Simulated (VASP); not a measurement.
# CdH2O2 (P-3m1) in VASP: a series of runs

The runs below take CdH2O2 through single point, with r2SCAN.

All numbers are computed with VASP 6.6.1; they aren't measurements. Logs are shortened: lines on timing, memory, paths and dates and some standing lists are left out, and cuts for length are marked.

## Step 1: The cell of the first run

The structure is trigonal, space group P-3m1 (No. 164). The conventional cell has a = 3.456 Å, b = 3.456 Å, c = 4.564 Å, α = 90.00°, β = 90.00°, γ = 120.00°. Within 3.0 Å of Cd (site symmetry -3m) lie 6 O at 2.28 Å and 6 H at 2.86 Å. H (site symmetry 3m) has 1 O at 0.95 Å within 1.3 Å. O (site symmetry 3m) has 1 H at 0.95 Å within 1.3 Å.

## Step 2: Single point, r2SCAN

POSCAR reads:

```
CdH2O2
1.0
    3.4559293003      0.0000000000      0.0000000000
   -1.7279646502      2.9929227411      0.0000000000
    0.0000000000      0.0000000000      4.5642692351
Cd H O
1 2 2
Direct
    0.0000000000      0.0000000000      0.0000000000
    0.6666666667      0.3333333333      0.5509610000
    0.3333333333      0.6666666667      0.4490390000
    0.6666666667      0.3333333333      0.7593720000
    0.3333333333      0.6666666667      0.2406280000
```

INCAR.step1 reads:

```
SYSTEM = CdH2O2
PREC = Accurate
ENCUT = 520
ISMEAR = 0
SIGMA = 0.01
LREAL = .False.
LASPH = .True.
NELM = 80
NBANDS = 21
GGA = PE
ALGO = Normal
EDIFF = 1E-4
LWAVE = .True.
LCHARG = .False.
```

INCAR.step2 reads:

```
SYSTEM = CdH2O2
PREC = Accurate
ENCUT = 520
EDIFF = 1E-6
ISMEAR = 0
SIGMA = 0.01
LREAL = .False.
LASPH = .True.
NELM = 80
ALGO = Normal
ISIF = 2
LWAVE = .False.
LCHARG = .True.
METAGGA = R2SCAN
LMIXTAU = .True.
LELF = .True.
LVHAR = .True.
NBANDS = 21
ISTART = 1
```

KPOINTS reads:

```
regular mesh
0
Gamma
  6 6 4
  0 0 0
```

Potentials or basis: VASP PAW PBE potentials, release 64 (Cd, H, O).

Run with:

```sh
> cat potpaw_PBE.64/Cd/POTCAR potpaw_PBE.64/H/POTCAR potpaw_PBE.64/O/POTCAR > POTCAR
> cp INCAR.step1 INCAR
> mpirun -np 1 vasp_std > vasp.out
> cp INCAR.step2 INCAR
> mpirun -np 1 vasp_std > vasp.out
```

OUTCAR:

```text
SYSTEM = CdH2O2
   PREC = Accurate
   ENCUT = 520
   EDIFF = 1E-6
   ISMEAR = 0
   LREAL = .False.
   LASPH = .True.
   NELM = 80
   ISIF = 2
   METAGGA = R2SCAN
   ISTART = 1

 ion  position               nearest neighbor table
   1  0.000  0.000  0.000-   4 2.28   5 2.28   4 2.28   5 2.28   4 2.28   5 2.28
   2  0.667  0.333  0.551-   4 0.95
   3  0.333  0.667  0.449-   5 0.95
   4  0.667  0.333  0.759-   2 0.95   1 2.28   1 2.28   1 2.28
   5  0.333  0.667  0.241-   3 0.95   1 2.28   1 2.28   1 2.28

  LATTYP: Found a hexagonal cell.
 ALAT       =     3.4559293003
 C/A-ratio  =     1.3207067733

  Lattice vectors:

 A1 = (   3.4559293003,   0.0000000000,   0.0000000000)
 A2 = (  -1.7279646502,   2.9929227411,   0.0000000000)
 A3 = (   0.0000000000,   0.0000000000,   4.5642692351)

Analysis of symmetry for initial positions (statically):
=====================================================================
 Subroutine PRICEL returns:
 Original cell was already a primitive cell.

 Routine SETGRP: Setting up the symmetry group for a
 hexagonal supercell.

 Subroutine GETGRP returns: Found 12 space group operations
 (whereof 12 operations were pure point group operations)
 out of a pool of 24 trial point group operations.

The static configuration has the point symmetry D_3d.

Analysis of symmetry for dynamics (positions and initial velocities):
=====================================================================
 Subroutine PRICEL returns:
 Original cell was already a primitive cell.

 Routine SETGRP: Setting up the symmetry group for a
 hexagonal supercell.

 Subroutine GETGRP returns: Found 12 space group operations
 (whereof 12 operations were pure point group operations)
 out of a pool of 24 trial point group operations.

The dynamic configuration has the point symmetry D_3d.

 Subroutine INISYM returns: Found 12 space group operations
 (whereof 12 operations are pure point group operations),
 and found     1 'primitive' translations

----------------------------------------------------------------------------------------

                                     Primitive cell

  volume of cell :      47.2097

  direct lattice vectors                    reciprocal lattice vectors
     3.455929300  0.000000000  0.000000000     0.289357771  0.167060777  0.000000000
    -1.727964650  2.992922741  0.000000000     0.000000000  0.334121555  0.000000000
     0.000000000  0.000000000  4.564269235     0.000000000  0.000000000  0.219093123

  length of vectors
     3.455929300  3.455929450  4.564269235     0.334121569  0.334121555  0.219093123

  position of ions in fractional coordinates (direct lattice)
     0.000000000  0.000000000  0.000000000
     0.666666667  0.333333333  0.550961000
     0.333333333  0.666666667  0.449039000
     0.666666667  0.333333333  0.759372000
     0.333333333  0.666666667  0.240628000

  ion indices of the primitive-cell ions
   primitive index   ion index
                 1           1
                 2           2
                 3           3
                 4           4
                 5           5

----------------------------------------------------------------------------------------

 KPOINTS: regular mesh

Automatic generation of k-mesh.
 Grid dimensions read from file:
 generate k-points for:    6    6    4

 Generating k-lattice:

  Cartesian coordinates                     Fractional coordinates (reciprocal lattice)
     0.048226295  0.027843463  0.000000000     0.166666667  0.000000000  0.000000000
     0.000000000  0.055686926  0.000000000     0.000000000  0.166666667  0.000000000
     0.000000000  0.000000000  0.054773281     0.000000000  0.000000000  0.250000000

  Length of vectors
     0.055686928  0.055686926  0.054773281

  Shift w.r.t. Gamma in fractional coordinates (k-lattice)
     0.000000000  0.000000000  0.000000000

 Subroutine IBZKPT returns following result:
 ===========================================

 Found     24 irreducible k-points:

 Following reciprocal coordinates:
            Coordinates               Weight
  0.000000  0.000000  0.000000      1.000000
  0.166667 -0.000000  0.000000      6.000000
  0.333333  0.000000  0.000000      6.000000
  0.500000 -0.000000  0.000000      3.000000
  0.166667  0.166667  0.000000      6.000000
  0.333333  0.166667  0.000000     12.000000
[... 16 lines left out ...]
  0.333333  0.166667  0.500000     12.000000
  0.333333  0.333333  0.500000      2.000000
   k-points           NKPTS =     24   k-points in BZ     NKDIM =     24   number of bands    NBANDS=     21
   number of dos      NEDOS =    301   number of ions     NIONS =      5
   total plane-waves  NPLWV =  28224
   dimension x,y,z NGX =    28 NGY =   28 NGZ =   36
   dimension x,y,z NGXF=    56 NGYF=   56 NGZF=   72
   ions per type =               1   2   2
   NGX,Y,Z   is equivalent  to a cutoff of  13.47, 13.47, 13.11 a.u.
   NGXF,Y,Z  is equivalent  to a cutoff of  26.94, 26.94, 26.22 a.u.
 SYSTEM =  CdH2O2
   PREC   = accura    normal or accurate (medium, high low for compatibility)
   ISTART =      1    job   : 0-new  1-cont  2-samecut
   ICHARG =      0    charge: 1-file 2-atom 10-const
   ISPIN  =      1    spin polarized calculation?
   LNONCOLLINEAR =      F non collinear calculations
   LSORBIT =      F    spin-orbit coupling
   LASPH  =      T    aspherical Exc in radial PAW
   ENCUT  =  520.0 eV  38.22 Ry    6.18 a.u.   6.43  6.43  8.49*2*pi/ulx,y,z
   NELM   =     80;   NELMIN=  2; NELMDL=  0     # of ELM steps
   EDIFF  = 0.1E-05   stopping-criterion for ELM
   LREAL  =      F    real-space projection
   EDIFFG = 0.1E-04   stopping-criterion for IOM
   NSW    =      0    number of steps for IOM
   IBRION =     -1    ionic relax: 0-MD 1-quasi-New 2-CG
   NFREE  =      0    steps in history (QN), initial steepest desc. (CG)
   ISIF   =      2    stress and relaxation
   ISYM   =      2    0-nonsym 1-usesym 2-fastsym
   POTIM  = 0.5000    time-step for ionic-motion
   TEBEG  =    0.0;   TEEND  =   0.0 temperature during run
   PSTRESS=    0.0 pullay stress
   NELECT =      26.0000    total number of electrons
   NUPDOWN=      -1.0000    fix difference up-down
   EMIN   =  10.00;   EMAX   =-10.00  energy-range for DOS
   EFERMI =   0.00;   METHOD = LEGACY
   ISMEAR =     0;   SIGMA  =   0.01  broadening in eV -4-tet -1-fermi 0-gaus
   EFERMI_NEDOS =   21; number of points for ismear=-14 and -15
   IALGO  =     38    algorithm
   IMIX   =      4    mixing-type and parameters
     AMIX     =   0.40;   BMIX     =  1.00
     AMIX_MAG =   1.60;   BMIX_MAG =  1.00
  volume/ion in A,a.u.               =       9.44        63.72
  Fermi-wavevector in a.u.,A,eV,Ry     =   1.341906  2.535835 24.500168  1.800712
  Thomas-Fermi vector in A             =   2.470102
   LORBIT       =      0    0 simple, 1 ext, 2 COOP (PROOUT), +10 PAW based schemes
   METAGGA = R2SCAN    functional components
   LHFCALC =     F    Hartree Fock is set to
   AEXX    =    0.0000 exact exchange contribution
   IVDW    =     0    specifies the selected vdW correction
   LEPSILON=     F    determine dielectric tensor
   LRPA    =     F    only Hartree local field effects (RPA)
 non-spin polarized calculation
 Gauss-broadening in eV      SIGMA  =   0.01
  energy-cutoff  :      520.00
  volume of cell :       47.21
 maximum number of plane-waves:      1291
 NGX is ok and might be reduce to    28
   NGX = 13   NGY = 13   NGZ = 17

 number of electron      26.0000000 magnetization

 Free energy of the ion-electron system (eV)
  ---------------------------------------------------
  ext. energy  EPLUGINS =         0.00000000
  ---------------------------------------------------
  free energy    TOTEN  =       -44.62157789 eV

  energy without entropy =      -44.62157789  energy(sigma->0) =      -44.62157789

 E-fermi :   0.1011     XC(G=0): -10.7936

 val. band max:       -0.0202933634   @ k =   0.5000  -0.0000   0.0000
 cond. band min:       2.3739755497   @ k =   0.0000   0.0000   0.0000
 fundamental gap:      2.3942689131
 Fermi energy:         0.1010624927

 k-point     1 :       0.0000    0.0000    0.0000
  band No.  band energies     occupation
      1     -19.9343      2.00000
      2     -18.8392      2.00000
      3      -8.0802      2.00000
      4      -6.6536      2.00000
      5      -6.6536      2.00000
      6      -5.7646      2.00000
[... 13 lines left out ...]
     20      16.2420      0.00000
     21      18.6509      0.00000

 k-point     2 :       0.1667   -0.0000    0.0000
  band No.  band energies     occupation
      1     -19.8236      2.00000
      2     -18.8880      2.00000
      3      -7.8146      2.00000
      4      -6.7048      2.00000
      5      -6.5308      2.00000
      6      -5.8688      2.00000
[... 13 lines left out ...]
     20      16.4492      0.00000
     21      17.5682      0.00000

 k-point     3 :       0.3333    0.0000    0.0000
  band No.  band energies     occupation
      1     -19.5616      2.00000
      2     -19.0165      2.00000
      3      -7.3173      2.00000
      4      -6.6203      2.00000
      5      -6.3650      2.00000
      6      -6.1778      2.00000
[... 13 lines left out ...]
     20      15.1775      0.00000
     21      16.2089      0.00000
[... 457 lines left out ...]
 k-point    23 :       0.3333    0.1667    0.5000
  band No.  band energies     occupation
      1     -19.3405      2.00000
      2     -19.1484      2.00000
      3      -7.4074      2.00000
      4      -6.7010      2.00000
      5      -6.3506      2.00000
      6      -6.1127      2.00000
[... 13 lines left out ...]
     20      16.2740      0.00000
     21      17.2053      0.00000

 k-point    24 :       0.3333    0.3333    0.5000
  band No.  band energies     occupation
      1     -19.2250      2.00000
      2     -19.2250      2.00000
      3      -7.0073      2.00000
      4      -7.0073      2.00000
      5      -6.2221      2.00000
      6      -6.2221      2.00000
[... 13 lines left out ...]
     20      18.0003      0.00000
     21      18.2744      0.00000

------------------------ aborting loop because EDIFF is reached ----------------------------------------

  FORCE on cell =-STRESS in cart. coord.  units (eV):
  Direction    XX          YY          ZZ          XY          YZ          ZX
  --------------------------------------------------------------------------------------
  -------------------------------------------------------------------------------------
  Total        1.7804696      1.7804698      2.7666779     -0.0000000      0.0000000      0.0000000
  in kB       60.4245653     60.4245723     93.8939410     -0.0000000      0.0000000      0.0000000
  external PRESSURE =      71.5810262 kB  Pullay stress =       0.0000000 kB

 VOLUME and BASIS-vectors are now :
 -----------------------------------------------------------------------------
  energy-cutoff  :      520.00
  volume of cell :       47.21
      direct lattice vectors                 reciprocal lattice vectors
     3.455929300  0.000000000  0.000000000     0.289357771  0.167060777  0.000000000
    -1.727964650  2.992922741  0.000000000     0.000000000  0.334121555  0.000000000
     0.000000000  0.000000000  4.564269235     0.000000000  0.000000000  0.219093123

 POSITION                                       TOTAL-FORCE (eV/Angst)
 -----------------------------------------------------------------------------------
      0.00000      0.00000      0.00000         0.000000      0.000000     -0.000000
      1.72796      0.99764      2.51473         0.000000      0.000000     -0.848069
     -0.00000      1.99528      2.04953        -0.000000      0.000000      0.848069
      1.72796      0.99764      3.46598         0.000000      0.000000      0.470826
     -0.00000      1.99528      1.09829        -0.000000     -0.000000     -0.470826
 -----------------------------------------------------------------------------------
    total drift:                                0.000000     -0.000000      0.000000

  FREE ENERGIE OF THE ION-ELECTRON SYSTEM (eV)
  ---------------------------------------------------
  free  energy   TOTEN  =       -44.6215778881 eV

  energy  without entropy=      -44.6215778881  energy(sigma->0) =      -44.62157789
```

Wall time 63 s (1 thread of Intel Xeon 6975P-C (Granite Rapids), shared host); peak memory 0.18 GiB.

What came out:

- Free energy: -44.6216 eV
- Pressure: 7.2 GPa
- Largest force: 0.848 eV/Å
- Band gap on the k mesh: 2.39 eV (least direct gap 2.75 eV)

Forces on the atoms (eV/Å):
```
Cd   0.000  0.000  0.000
H    0.000  0.000 -0.848
H    0.000  0.000  0.848
O    0.000  0.000  0.471
O    0.000  0.000 -0.471
```

Caveat: the cell stands under pressure; the PAW data sets were made with another functional, which shifts forces and pressure a little. A k mesh can miss the band edges.

## Step 3: Single point, r2SCAN

This run uses another cell than the first one, of 9.69 Å³/atom.

POSCAR, as its differences from that of step 2:

```diff
@@ -2,5 +2,5 @@
 1.0
-    3.4559293003      0.0000000000      0.0000000000
-   -1.7279646502      2.9929227411      0.0000000000
-    0.0000000000      0.0000000000      4.5642692351
+    3.4859823679      0.0000000000      0.0000000000
+   -1.7429911840      3.0189494626      0.0000000000
+    0.0000000000      0.0000000000      4.6039605250
 Cd H O
```

INCAR.step1 reads:

```
PREC = Accurate
ENCUT = 520
ISMEAR = 0
SIGMA = 0.01
LREAL = F
LASPH = T
NELM = 60
NBANDS = 21
GGA = PE
ALGO = Normal
EDIFF = 1E-4
LWAVE = T
LCHARG = F
```

INCAR.step2 reads:

```
PREC = Accurate
ENCUT = 520
EDIFF = 1E-6
ISMEAR = 0
SIGMA = 0.01
LREAL = F
LASPH = T
NELM = 60
ALGO = Normal
ISIF = 2
LWAVE = F
LCHARG = T
METAGGA = R2SCAN
LMIXTAU = T
LELF = T
LVHAR = T
NBANDS = 21
ISTART = 1
```

KPOINTS reads:

```
regular mesh
0
Gamma
  6 6 4
```

Potentials or basis: VASP PAW PBE potentials, release 64 (Cd, H, O).

Run with:

```sh
> cat potpaw_PBE.64/Cd/POTCAR potpaw_PBE.64/H/POTCAR potpaw_PBE.64/O/POTCAR > POTCAR
> cp INCAR.step1 INCAR
> mpirun -np 1 vasp_std > vasp.out
> cp INCAR.step2 INCAR
> mpirun -np 1 vasp_std > vasp.out
```

It took 61 s on 1 thread of Intel Xeon 6975P-C (Granite Rapids), shared host; peak memory 0.18 GiB.

Results (log left out):

```
Free energy            : -44.6646 eV
Pressure               : 3.4 GPa
Largest force          : 0.411 eV/Å
Band gap on the k mesh : 2.32 eV (least direct gap 2.67 eV)
```

Forces in eV/Å, atoms in the order of the input:
```
Cd   0.000  0.000  0.000
H    0.000  0.000 -0.411
H    0.000  0.000  0.411
O    0.000  0.000  0.242
O    0.000  0.000 -0.242
```

Stress tensor (GPa, compression positive):
```
2.97 0.00 0.00
0.00 2.97 0.00
0.00 0.00 4.38
```

Levels at points of the mesh, in eV from the valence-band top:
| k point | band 11 | band 12 | band 13 | band 14 | band 15 | band 16 |
| --- | --- | --- | --- | --- | --- | --- |
| (0.00, 0.00, 0.00) | -1.13 | -0.35 | -0.35 | 2.32 | 6.88 | 11.15 |
| (0.50, 0.00, 0.00) | -2.55 | -2.32 | 0.00 | 7.24 | 7.41 | 9.65 |
| (0.00, 0.00, 0.50) | -1.39 | -0.06 | -0.06 | 5.03 | 5.15 | 11.91 |
| (0.50, 0.00, 0.50) | -2.07 | -1.84 | -0.50 | 6.94 | 7.72 | 10.04 |

Caveat: the cell stands under pressure; the PAW data sets were made with another functional, which shifts forces and pressure a little. A k mesh can miss the band edges.

## Step 4: Single point, r2SCAN

This run uses another cell than the first one, of 10.19 Å³/atom.

POSCAR, as its differences from that of step 3:

```diff
@@ -2,5 +2,5 @@
 1.0
-    3.4859823679      0.0000000000      0.0000000000
-   -1.7429911840      3.0189494626      0.0000000000
-    0.0000000000      0.0000000000      4.6039605250
+    3.5445812515      0.0000000000      0.0000000000
+   -1.7722906258      3.0696975874      0.0000000000
+    0.0000000000      0.0000000000      4.6813524675
 Cd H O
```

INCAR.step1 reads:

```
SYSTEM = CdH2O2
  ALGO = Normal
  EDIFF = 1E-4
  ENCUT = 520
  GGA = PE
  ISMEAR = 0
  LASPH = .True.
  LCHARG = .False.
  LREAL = .False.
  LWAVE = .True.
  NBANDS = 21
  NELM = 80
  PREC = Accurate
  SIGMA = 0.01
```

INCAR.step2 reads:

```
SYSTEM = CdH2O2
  ALGO = Normal
  EDIFF = 1E-6
  ENCUT = 520
  ISIF = 2
  ISMEAR = 0
  ISTART = 1
  LASPH = .True.
  LCHARG = .False.
  LMIXTAU = .True.
  LREAL = .False.
  LWAVE = .False.
  METAGGA = R2SCAN
  NBANDS = 21
  NELM = 80
  PREC = Accurate
  SIGMA = 0.01
```

KPOINTS reads:

```
k-points
0
Gamma
  6 6 4
  0 0 0
```

Run with:

```sh
> cat potpaw_PBE.64/Cd/POTCAR potpaw_PBE.64/H/POTCAR potpaw_PBE.64/O/POTCAR > POTCAR
> cp INCAR.step1 INCAR
> mpirun -np 1 vasp_std > vasp.out
> cp INCAR.step2 INCAR
> mpirun -np 1 vasp_std > vasp.out
```

Wall time 63 s (1 thread of Intel Xeon 6975P-C (Granite Rapids), shared host); peak memory 0.18 GiB.

It converged, with:

* Free energy: -44.6731 eV
* Pressure: -2.7 GPa
* Largest force: 0.369 eV/Å
* Band gap on the k mesh: 2.18 eV (least direct gap 2.52 eV)

Forces on the atoms (eV/Å):
```
Cd   0.000  0.000  0.000
H    0.000  0.000  0.369
H    0.000  0.000 -0.369
O    0.000  0.000 -0.182
O    0.000  0.000  0.182
```

Stress tensor (GPa, compression positive):
```
-1.99  0.00  0.00
 0.00 -1.99  0.00
 0.00  0.00 -3.97
```

Levels at points of the mesh, in eV from the valence-band top:
```tsv
k point	band 9	band 10	band 11	band 12	band 13	band 14	band 15	band 16	band 17	band 18
(0.00, 0.00, 0.00)	-4.21	-0.98	-0.98	-0.35	-0.35	2.18	6.88	10.75	13.73	13.73
(0.50, 0.00, 0.00)	-3.55	-2.98	-2.32	-2.10	0.00	7.06	7.08	9.48	11.07	11.91
(0.00, 0.00, 0.50)	-4.93	-1.22	-1.22	-0.08	-0.08	4.83	4.99	11.65	11.99	13.72
(0.50, 0.00, 0.50)	-4.12	-2.27	-2.02	-1.65	-0.47	6.64	7.62	9.74	10.08	11.08
```

Caveat: the PAW data sets were made with another functional, which shifts forces and pressure a little. A k mesh can miss the band edges.

## Step 5: Single point, r2SCAN

This run uses another cell than the first one, of 10.44 Å³/atom.

POSCAR, as its differences from that of step 4:

```diff
@@ -2,5 +2,5 @@
 1.0
-    3.5445812515      0.0000000000      0.0000000000
-   -1.7722906258      3.0696975874      0.0000000000
-    0.0000000000      0.0000000000      4.6813524675
+    3.5731678187      0.0000000000      0.0000000000
+   -1.7865839093      3.0944542822      0.0000000000
+    0.0000000000      0.0000000000      4.7191069404
 Cd H O
```

INCAR.step1 reads:

```
PREC = Accurate ; ENCUT = 520
ISMEAR = 0 ; SIGMA = 0.01
LREAL = F ; LASPH = T
NELM = 100 ; NBANDS = 21
GGA = PE ; ALGO = Normal
EDIFF = 1E-4 ; LWAVE = T
LCHARG = F
```

INCAR.step2 reads:

```
PREC = Accurate ; ENCUT = 520
EDIFF = 1E-6 ; ISMEAR = 0
SIGMA = 0.01 ; LREAL = F
LASPH = T ; NELM = 100
ALGO = Normal ; ISIF = 2
LWAVE = F ; LCHARG = F
METAGGA = R2SCAN ; LMIXTAU = T
NBANDS = 21 ; ISTART = 1
```

KPOINTS reads:

```
regular mesh
0
Gamma
  6 6 4
```

Run with:

```sh
> cat potpaw_PBE.64/Cd/POTCAR potpaw_PBE.64/H/POTCAR potpaw_PBE.64/O/POTCAR > POTCAR
> cp INCAR.step1 INCAR
> mpirun -np 1 vasp_std > vasp.out
> cp INCAR.step2 INCAR
> mpirun -np 1 vasp_std > vasp.out
```

Wall time 57 s (1 thread of Intel Xeon 6975P-C (Granite Rapids), shared host); peak memory 0.19 GiB.

Results (log left out):

| Property | Result |
| --- | --- |
| Free energy | -44.6446 eV |
| Pressure | -5.1 GPa |
| Largest force | 0.718 eV/Å |
| Band gap on the k mesh | 2.11 eV (least direct gap 2.45 eV) |

Forces on the atoms (eV/Å):
```
Cd   0.000  0.000  0.000
H    0.000  0.000  0.718
H    0.000  0.000 -0.718
O    0.000  0.000 -0.379
O    0.000  0.000  0.379
```

Stress tensor (GPa, compression positive):
```
-3.99  0.00  0.00
 0.00 -3.99  0.00
 0.00  0.00 -7.45
```

Levels at points of the mesh, in eV from the valence-band top:
```tsv
k point	band 11	band 12	band 13	band 14	band 15	band 16
(0.00, 0.00, 0.00)	-0.92	-0.34	-0.34	2.11	6.87	10.56
(0.50, 0.00, 0.00)	-2.21	-2.00	0.00	6.92	6.97	9.40
(0.00, 0.00, 0.50)	-1.15	-0.08	-0.08	4.68	4.96	11.53
(0.50, 0.00, 0.50)	-2.00	-1.56	-0.46	6.49	7.57	9.60
```

Caveat: the cell stands under tension; the PAW data sets were made with another functional, which shifts forces and pressure a little.

[end of part 1 of 2]
